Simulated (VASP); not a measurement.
Set up this calculation in VASP 6.6.1, as the native input.

```yaml
Task: single point
Functional: PBE
Dispersion: D3(BJ)
Potentials_or_basis: VASP PAW PBE potentials, release 64 (C, H, F)
Cutoff: 520 eV
k_mesh: 1 × 1 × 1
Occupations: fermi-dirac, width 0.05 eV
Spin: no spin polarisation
Dipole_correction: no
Further_INCAR_settings: LREAL = Auto; ALGO = Normal; EDIFF = 1e-07; NBANDS = 108
```

The structure of H2C3F4 lies in POSCAR:

```
H2C3F4
1.0
    8.0166320000      0.0000000000      0.0000000000
    0.0000000000      8.0166320000      0.0000000000
    0.0000000000      0.0000000000      8.0166320000
C H F
12 8 16
Direct
    0.7906063294      0.1713188282      0.3748456958
    0.8946026212      0.2417099849      0.4583096742
    0.2567537090      0.8267187517      0.7724565628
    0.3254733409      0.8328435183      0.9093095455
    0.7660947889      0.7997498201      0.1285452544
    0.7474335856      0.7523733159     -0.0156799015
    0.5550710074      0.2979929726      0.0007858662
    0.5729089224      0.1846910274     -0.1030482627
    0.3364879416      0.2391528013      0.5189585851
    0.6034080147      0.7103980824      0.5084678952
    0.0215177646      0.2110487297      0.9523450746
    0.2007825730      0.6718532172      0.2371070544
    0.9698586638      0.3237394457      0.5214658725
    0.6944811736      0.1319132523      0.2962590774
    0.3960141865      0.8250347527      1.0243578600
    0.2318429984      0.8329183627      0.6464310698
    0.6831048251      0.7166600637     -0.1342209546
    0.8234006500      0.8633800329      0.2389282681
    0.5895867491      0.0903621371     -0.1920632006
    0.5368339223      0.3738477705      0.1143996631
    0.4535445808      0.1201876299      0.5688797989
    0.2533108667      0.1789404827      0.3879684137
    0.2264791498      0.2817891603      0.6308634349
    0.4080766087      0.3753696066      0.4692993267
    0.6551130200      0.6378364380      0.3609371117
    0.6399196071      0.6198488343      0.6459820034
    0.7053710336      0.8388310702      0.5204055768
    0.4473075476      0.7423566405      0.4907921431
   -0.0198587137      0.3724382010      0.9635343122
   -0.0333057573      0.1108819764      1.0710108684
   -0.0385448652      0.1554268675      0.8020575224
    0.1902419869      0.1996723811      0.9674761172
    0.1867243002      0.8367104789      0.2452650939
    0.1562626300      0.5992416766      0.3855234967
    0.1132769971      0.6048300583      0.1270358924
    0.3612988597      0.6519321331      0.1955933614
```

These files were run (other wordings do the same):

INCAR

```
SYSTEM = H2C3F4
PREC = Accurate ; ENCUT = 520
EDIFF = 1E-7 ; ISMEAR = -1
SIGMA = 0.05 ; LREAL = Auto
LASPH = .TRUE. ; NELM = 60
ALGO = Normal ; ISIF = 2
LWAVE = .FALSE. ; LCHARG = .TRUE.
GGA = PE ; IVDW = 12
LELF = .TRUE. ; LVHAR = .TRUE.
NBANDS = 108
```

KPOINTS

```
Automatic mesh
0
G
  1 1 1
  0 0 0
```

Potentials or basis: VASP PAW PBE potentials, release 64 (C, H, F).

Command:

```console
$ cat potpaw_PBE.64/C/POTCAR potpaw_PBE.64/H/POTCAR potpaw_PBE.64/F/POTCAR > POTCAR
$ mpirun -np 1 vasp_gam > vasp.out
```

It gave:

```
Pressure                   : 2.3 GPa
Largest force              : 4.224 eV/Å
Band gap on the k mesh     : 5.63 eV
Dispersion energy per atom : -0.043 eV
```

Caveat: the k points lie up to 0.78 Å⁻¹ apart; the atoms stand as in a frame of molecular dynamics.

Wall time 77 s on 1 thread of Intel(R) Xeon(R) Platinum 8488C (Sapphire Rapids) (shared host), peak memory 0.45 GiB.
